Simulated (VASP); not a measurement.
# W (Im-3m) in VASP: notebook, part 2 of 2

VASP 6.6.1. The steps go on from the part before.

### Step 4. Relaxation of cell and atoms, LDA

Contents of INCAR:

```
SYSTEM = W
ALGO = Fast ; EDIFF = 1E-7
EDIFFG = -0.05 ; ENCUT = 600
IBRION = 2 ; ISIF = 3
ISMEAR = 0 ; LASPH = .TRUE.
LCHARG = .FALSE. ; LREAL = .FALSE.
LWAVE = .FALSE. ; NELM = 80
NSW = 100 ; PREC = Accurate
SIGMA = 0.1
```

Contents of KPOINTS:

```
k-points
0
G
  8 8 8
  0 0 0
```

Contents of POSCAR:

```
W
1.0
   -1.5851577800      1.5851577800      1.5851577800
    1.5851577800     -1.5851577800      1.5851577800
    1.5851577800      1.5851577800     -1.5851577800
W
1
Direct
    0.0000000000      0.0000000000      0.0000000000
```

Run with:

```
$ cat potpaw_LDA.64/W_sv/POTCAR > POTCAR
$ mpirun -np 1 vasp_std > vasp.out
```

Wall time 13 s (1 thread of Intel Xeon 6975P-C (Granite Rapids), shared host); peak memory 0.13 GiB.

It converged, with:

- Free energy: -14.1024 eV
- Relaxed volume: 15.55 Å³/atom
- Relaxed cell: a = 2.724 Å, b = 2.724 Å, c = 2.724 Å, α = 109.47°, β = 109.47°, γ = 109.47°
- Space group after relaxing (to 0.05 Å): Im-3m (No. 229)
- Energy gained by relaxing: 10.2 meV/atom
- Ionic steps: 3
- Pressure after relaxing: -0.4 GPa
- Band gap on the k mesh: zero (band 7 reaches 16.88 eV, above the bottom of band 8 at 10.30 eV)

The path:
| step | energy change (eV) | largest force (eV/Å) | pressure (GPa) | volume (Å³) |
| --- | --- | --- | --- | --- |
| 1 | 0.0000 | 0.0000 | -8.11 | 15.93 |
| 2 | 0.1467 | 0.0000 | 39.19 | 14.14 |
| 3 | -0.0102 | 0.0000 | -0.37 | 15.55 |

Final structure:
```xyz
1
Lattice="-1.5725 1.5725 1.5725 1.5725 -1.5725 1.5725 1.5725 1.5725 -1.5725" Properties=species:S:1:pos:R:3 pbc="T T T"
W     0.0000    0.0000    0.0000
```

Levels at points of the mesh, in eV from the Fermi level:
```csv
k point,band 3,band 4,band 5,band 6,band 7,band 8,band 9,band 10,band 11
"(0.00, 0.00, 0.00)",-37.25,-37.25,-9.39,-1.04,-1.04,-1.04,2.48,2.48,14.88
"(0.50, 0.00, 0.00)",-37.70,-37.26,-6.12,-3.42,1.16,2.40,3.38,6.56,11.87
"(0.50, 0.50, 0.50)",-38.22,-38.22,-5.75,-5.75,5.54,5.54,5.54,8.77,8.77
```

Caveat: spin-orbit coupling is left out, which moves the levels of the heavy elements.

### Step 5. Single point, LDA

This run uses another cell than the first one, of 15.42 Å³/atom, 0.968 times its volume.

Contents of INCAR:

```
PREC     = Accurate       # precision mode
ENCUT    = 520            # plane-wave cutoff, eV
EDIFF    = 1E-7           # SCF threshold, eV
ISMEAR   = 0              # smearing method
SIGMA    = 0.1            # smearing width, eV
LREAL    = False          # projectors in reciprocal space
LASPH    = True           # aspherical terms in the spheres
NELM     = 80             # most SCF steps
ALGO     = Normal         # electronic algorithm
ISIF     = 2              # what is computed and relaxed
LWAVE    = False          # write WAVECAR
LCHARG   = True           # write CHGCAR
LELF     = True           # ELF
LVHAR    = True         
NBANDS   = 13             # bands
```

Contents of KPOINTS:

```
regular mesh
0
Gamma
  18 18 18
```

Contents of POSCAR:

```
W
1.0
   -1.5679399290      1.5679399290      1.5679399290
    1.5679399290     -1.5679399290      1.5679399290
    1.5679399290      1.5679399290     -1.5679399290
W
1
Direct
    0.0000000000      0.0000000000      0.0000000000
```

Potentials or basis: VASP PAW LDA potentials, release 64 (W_sv).

Run with:

```
$ cat potpaw_LDA.64/W_sv/POTCAR > POTCAR
$ mpirun -np 1 vasp_std > vasp.out
```

OUTCAR:

```text
PREC = Accurate
   ENCUT = 520
   EDIFF = 1E-7
   ISMEAR = 0
   LREAL = False
   LASPH = True
   NELM = 80
   ISIF = 2

 ion  position               nearest neighbor table
   1  0.000  0.000  0.000-

  LATTYP: Found a body centered cubic cell.
 ALAT       =     3.1358798580

  Lattice vectors:

 A1 = (  -1.5679399290,   1.5679399290,   1.5679399290)
 A2 = (   1.5679399290,  -1.5679399290,   1.5679399290)
 A3 = (   1.5679399290,   1.5679399290,  -1.5679399290)

Analysis of symmetry for initial positions (statically):
=====================================================================
 Subroutine PRICEL returns:
 Original cell was already a primitive cell.

 Routine SETGRP: Setting up the symmetry group for a
 body centered cubic supercell.

 Subroutine GETGRP returns: Found 48 space group operations
 (whereof 48 operations were pure point group operations)
 out of a pool of 48 trial point group operations.

The static configuration has the point symmetry O_h .

Analysis of symmetry for dynamics (positions and initial velocities):
=====================================================================
 Subroutine PRICEL returns:
 Original cell was already a primitive cell.

 Routine SETGRP: Setting up the symmetry group for a
 body centered cubic supercell.

 Subroutine GETGRP returns: Found 48 space group operations
 (whereof 48 operations were pure point group operations)
 out of a pool of 48 trial point group operations.

The dynamic configuration has the point symmetry O_h .

 Subroutine INISYM returns: Found 48 space group operations
 (whereof 48 operations are pure point group operations),
 and found     1 'primitive' translations

----------------------------------------------------------------------------------------

                                     Primitive cell

  volume of cell :      15.4187
[... 107 lines left out ...]
     AMIX_MAG =   1.60;   BMIX_MAG =  1.00
  volume/ion in A,a.u.               =      15.42       104.05
  Fermi-wavevector in a.u.,A,eV,Ry     =   1.585263  2.995713 34.192257  2.513060
  Thomas-Fermi vector in A             =   2.684755
   LORBIT       =      0    0 simple, 1 ext, 2 COOP (PROOUT), +10 PAW based schemes
   GGA     = CA    functional components
   LHFCALC =     F    Hartree Fock is set to
   AEXX    =    0.0000 exact exchange contribution
   IVDW    =     0    specifies the selected vdW correction
   LEPSILON=     F    determine dielectric tensor
   LRPA    =     F    only Hartree local field effects (RPA)
 non-spin polarized calculation
 Gauss-broadening in eV      SIGMA  =   0.10
  energy-cutoff  :      520.00
  volume of cell :       15.42
 maximum number of plane-waves:       430
   NGX =  9   NGY =  9   NGZ =  9

 number of electron      14.0000004 magnetization

 Free energy of the ion-electron system (eV)
  ---------------------------------------------------
  ext. energy  EPLUGINS =         0.00000000
  ---------------------------------------------------
  free energy    TOTEN  =       -14.10069461 eV

  energy without entropy =      -14.09694490  energy(sigma->0) =      -14.09881976

 E-fermi :  11.7136     XC(G=0): -13.9859

 val. band max:       11.6917295638   @ k =   0.3889   0.0556   0.0556
 cond. band min:      11.7143903705   @ k =  -0.2778   0.3333   0.2222
 fundamental gap:      0.0226608067
 Fermi energy:        11.7136108348

 k-point     1 :       0.0000    0.0000    0.0000
  band No.  band energies     occupation
      1     -61.9889      2.00000
      2     -25.7525      2.00000
      3     -25.7525      2.00000
      4     -25.7525      2.00000
      5       2.0320      2.00000
      6      10.4173      2.00000
      7      10.4173      2.00000
      8      10.4173      2.00000
      9      13.9791      0.00000
     10      13.9791      0.00000
     11      26.3635      0.00000
     12      26.3635      0.00000
     13      26.3635      0.00000
[... 354 lines left out ...]
  band No.  band energies     occupation
      1     -61.8324      2.00000
      2     -27.0986      2.00000
      3     -26.2564      2.00000
      4     -25.8254      2.00000
      5       5.7516      2.00000
      6       8.1721      2.00000
      7      11.2737      2.00000
      8      13.7765      0.00000
      9      15.1605      0.00000
     10      18.4117      0.00000
     11      23.0612      0.00000
     12      24.5136      0.00000
     13      29.0186      0.00000

 [... further k-points ...]
[... 5 lines left out ...]
  --------------------------------------------------------------------------------------
  -------------------------------------------------------------------------------------
  Total        0.1881109      0.1881109      0.1881109      0.0000000      0.0000000      0.0000000
  in kB       19.5468303     19.5468303     19.5468303      0.0000000      0.0000000      0.0000000
  external PRESSURE =      19.5468303 kB  Pullay stress =       0.0000000 kB

 VOLUME and BASIS-vectors are now :
 -----------------------------------------------------------------------------
  energy-cutoff  :      520.00
  volume of cell :       15.42
      direct lattice vectors                 reciprocal lattice vectors
    -1.567939929  1.567939929  1.567939929     0.000000000  0.318889768  0.318889768
     1.567939929 -1.567939929  1.567939929     0.318889768  0.000000000  0.318889768
     1.567939929  1.567939929 -1.567939929     0.318889768  0.318889768  0.000000000

 POSITION                                       TOTAL-FORCE (eV/Angst)
 -----------------------------------------------------------------------------------
      0.00000      0.00000      0.00000        -0.000000     -0.000000     -0.000000
 -----------------------------------------------------------------------------------
    total drift:                                0.000000     -0.000000      0.000000

  FREE ENERGIE OF THE ION-ELECTRON SYSTEM (eV)
  ---------------------------------------------------
  free  energy   TOTEN  =       -14.1006946140 eV

  energy  without entropy=      -14.0969448965  energy(sigma->0) =      -14.09881976
```

stdout:

```text
POSCAR found type information on POSCAR W
 POSCAR found :  1 types and       1 ions
 scaLAPACK will be used
 LDA part: xc-table for (Slater(with rela. corr.)+CA(PZ))
 , standard interpolation
 POSCAR, INCAR and KPOINTS ok, starting setup
 FFT: planning ... GRIDC
 FFT: planning ... GRID_SOFT
 FFT: planning ... GRID
 WAVECAR not read
 entering main loop
```

It took 17 s on 1 thread of Intel Xeon 6975P-C (Granite Rapids), shared host; peak memory 0.14 GiB.

What came out:

- Free energy: -14.1007 eV
- Pressure: 2.0 GPa
- Band gap on the k mesh: zero (band 7 reaches 17.07 eV, above the bottom of band 8 at 10.42 eV)

Caveat: spin-orbit coupling is left out, which moves the levels of the heavy elements.

### Step 6. Relaxation of cell and atoms, LDA

This run uses another cell than the first one, of 15.44 Å³/atom, 0.969 times its volume.

Contents of INCAR:

```
SYSTEM = W
ALGO = Normal
EDIFF = 1E-7
EDIFFG = -0.005
ENCUT = 600
GGA = CA
IBRION = 2
ISIF = 3
ISMEAR = 0
LASPH = .TRUE.
LCHARG = .FALSE.
LREAL = .FALSE.
LWAVE = .FALSE.
NELM = 80
NSW = 100
PREC = Accurate
SIGMA = 0.1
```

Contents of KPOINTS:

```
k-points
0
G
  18 18 18
  0 0 0
```

Contents of POSCAR:

```
W
1.0
   -1.5687172924      1.5687172924      1.5687172924
    1.5687172924     -1.5687172924      1.5687172924
    1.5687172924      1.5687172924     -1.5687172924
W
1
Direct
    0.0000000000      0.0000000000      0.0000000000
```

Potentials or basis: VASP PAW LDA potentials, release 64 (W_sv).

Run with:

```
$ cat potpaw_LDA.64/W_sv/POTCAR > POTCAR
$ mpirun -np 1 vasp_std > vasp.out
```

OUTCAR:

```text
SYSTEM = W
   EDIFF = 1E-7
   EDIFFG = -0.005
   ENCUT = 600
   GGA = CA
   IBRION = 2
   ISIF = 3
   ISMEAR = 0
   LASPH = .TRUE.
   LREAL = .FALSE.
   NELM = 80
   NSW = 100
   PREC = Accurate

 ion  position               nearest neighbor table
   1  0.000  0.000  0.000-

  LATTYP: Found a body centered cubic cell.
 ALAT       =     3.1374345848

  Lattice vectors:

 A1 = (  -1.5687172924,   1.5687172924,   1.5687172924)
 A2 = (   1.5687172924,  -1.5687172924,   1.5687172924)
 A3 = (   1.5687172924,   1.5687172924,  -1.5687172924)

Analysis of symmetry for initial positions (statically):
=====================================================================
 Subroutine PRICEL returns:
 Original cell was already a primitive cell.

 Routine SETGRP: Setting up the symmetry group for a
 body centered cubic supercell.

 Subroutine GETGRP returns: Found 48 space group operations
 (whereof 48 operations were pure point group operations)
 out of a pool of 48 trial point group operations.

The static configuration has the point symmetry O_h .

Analysis of symmetry for dynamics (positions and initial velocities):
=====================================================================
 Subroutine PRICEL returns:
 Original cell was already a primitive cell.

 Routine SETGRP: Setting up the symmetry group for a
 body centered cubic supercell.

 Subroutine GETGRP returns: Found 48 space group operations
 (whereof 48 operations were pure point group operations)
 out of a pool of 48 trial point group operations.

The dynamic configuration has the point symmetry O_h .

 Subroutine INISYM returns: Found 48 space group operations
 (whereof 48 operations are pure point group operations),
 and found     1 'primitive' translations

----------------------------------------------------------------------------------------

                                     Primitive cell

[... 122 lines left out ...]
  energy-cutoff  :      600.00
  volume of cell :       15.44
 maximum number of plane-waves:       533
 NGX is ok and might be reduce to    24
   NGX = 11   NGY = 11   NGZ = 11

--------------------------------------- Ionic step        1  -------------------------------------------

 number of electron      14.0000000 magnetization

 Free energy of the ion-electron system (eV)
  ---------------------------------------------------
  ext. energy  EPLUGINS =         0.00000000
  ---------------------------------------------------
  free energy    TOTEN  =       -14.10109050 eV

  energy without entropy =      -14.09735257  energy(sigma->0) =      -14.09922153

------------------------ aborting loop because EDIFF is reached ----------------------------------------

  FORCE on cell =-STRESS in cart. coord.  units (eV):
  Direction    XX          YY          ZZ          XY          YZ          ZX
  --------------------------------------------------------------------------------------
  -------------------------------------------------------------------------------------
  Total        0.1448112      0.1448112      0.1448112     -0.0000000     -0.0000000      0.0000000
  in kB       15.0251429     15.0251429     15.0251429     -0.0000000     -0.0000000      0.0000000
  external PRESSURE =      15.0251429 kB  Pullay stress =       0.0000000 kB
[... 57 lines left out ...]
--------------------------------------- Ionic step        3  -------------------------------------------

 number of electron      14.0000000 magnetization

 Free energy of the ion-electron system (eV)
  ---------------------------------------------------
  ext. energy  EPLUGINS =         0.00000000
  ---------------------------------------------------
  free energy    TOTEN  =       -14.10141443 eV

  energy without entropy =      -14.09771352  energy(sigma->0) =      -14.09956398

 E-fermi :  11.6239     XC(G=0): -13.9523

 val. band max:       11.6012437620   @ k =  -0.4444   0.4444   0.2778
 cond. band min:      11.6253209682   @ k =  -0.2778   0.3333   0.2222
 fundamental gap:      0.0240772062
 Fermi energy:        11.6239264537

 k-point     1 :       0.0000    0.0000    0.0000
  band No.  band energies     occupation
      1     -62.0847      2.00000
      2     -25.8582      2.00000
      3     -25.8582      2.00000
      4     -25.8582      2.00000
      5       1.9750      2.00000
      6      10.3386      2.00000
      7      10.3386      2.00000
      8      10.3386      2.00000
      9      13.8756      0.00000
     10      13.8756      0.00000
     11      26.2620      0.00000
[... 309 lines left out ...]
 k-point    24 :       0.3889    0.1111    0.0000
  band No.  band energies     occupation
      1     -61.9322      2.00000
      2     -27.1784      2.00000
      3     -26.3527      2.00000
      4     -25.9294      2.00000
      5       5.6978      2.00000
      6       8.1108      2.00000
      7      11.1747      2.00000
      8      13.6713      0.00000
      9      15.0420      0.00000
     10      18.2677      0.00000
     11      22.8853      0.00000

 [... further k-points ...]
[... 5 lines left out ...]
  --------------------------------------------------------------------------------------
  -------------------------------------------------------------------------------------
  Total       -0.0033165     -0.0033165     -0.0033165      0.0000000      0.0000000     -0.0000000
  in kB       -0.3425757     -0.3425757     -0.3425757      0.0000000      0.0000000     -0.0000000
  external PRESSURE =      -0.3425757 kB  Pullay stress =       0.0000000 kB
[... 16 lines left out ...]
  FREE ENERGIE OF THE ION-ELECTRON SYSTEM (eV)
  ---------------------------------------------------
  free  energy   TOTEN  =       -14.1014144341 eV

  energy  without entropy=      -14.0977135172  energy(sigma->0) =      -14.09956398

 reached required accuracy - stopping structural energy minimisation
```

CONTCAR:

```text
W
   1.00000000000000
    -1.5710543005422404    1.5710543005422404    1.5710543005422404
     1.5710543005422404   -1.5710543005422404    1.5710543005422404
     1.5710543005422404    1.5710543005422404   -1.5710543005422404
  W
     1
Direct
     0.0000000000000000    0.0000000000000000    0.0000000000000000

  0.00000000E+00  0.00000000E+00  0.00000000E+00
```

It took 36 s on 1 thread of Intel Xeon 6975P-C (Granite Rapids), shared host; peak memory 0.16 GiB.

Results:

| Quantity | Value |
| --- | --- |
| Free energy | -14.1014 eV |
| Relaxed volume | 15.51 Å³/atom |
| Relaxed cell | a = 2.721 Å, b = 2.721 Å, c = 2.721 Å, α = 109.47°, β = 109.47°, γ = 109.47° |
| Space group after relaxing (to 0.05 Å) | Im-3m (No. 229) |
| Energy gained by relaxing | 0.3 meV/atom |
| Ionic steps | 3 |
| Pressure after relaxing | 0.0 GPa |
| Band gap on the k mesh | zero (band 7 reaches 16.94 eV, above the bottom of band 8 at 10.34 eV) |

Step by step:
| step | energy change (eV) | largest force (eV/Å) | pressure (GPa) | volume (Å³) |
| --- | --- | --- | --- | --- |
| 1 | 0.0000 | 0.0000 | 1.50 | 15.44 |
| 2 | 0.0040 | 0.0000 | -5.33 | 15.77 |
| 3 | -0.0003 | 0.0000 | -0.03 | 15.51 |

Final structure:
```yaml
crystal:
  lattice:
    - [-1.57105, 1.57105, 1.57105]
    - [1.57105, -1.57105, 1.57105]
    - [1.57105, 1.57105, -1.57105]
  atoms:
    - { symbol: W, position: [0.00000, 0.00000, 0.00000] }
```

Caveat: spin-orbit coupling is left out, which moves the levels of the heavy elements.

### Step 7. Summary

```tsv
task	cell	k mesh	cutoff (eV)	gap on the mesh (eV)	pressure (GPa)	relaxed volume (Å³/atom)
single point	a = 2.746 Å, angles 109.5°, 1 atom	8 × 8 × 8	520	none	-8.1	-
single point	a = 2.717 Å, angles 109.5°, 1 atom	8 × 8 × 8	520	none	2.1	-
relaxation of cell and atoms	relaxed from a = 2.746 Å, angles 109.5°, 1 atom	8 × 8 × 8	600	none	-0.4	15.55
single point	a = 2.716 Å, angles 109.5°, 1 atom	18 × 18 × 18	520	none	2.0	-
relaxation of cell and atoms	relaxed from a = 2.717 Å, angles 109.5°, 1 atom	18 × 18 × 18	600	none	0.0	15.51
```

Alike in all rows: level LDA; potentials or basis VASP PAW LDA potentials, release 64 (W_sv); no spin polarisation; smearing gaussian 0.1 eV.

Caveats: spin-orbit coupling is left out, which moves the levels of the heavy elements.

Total energies depend on the potentials used, so only differences within one code and one set of settings carry meaning.
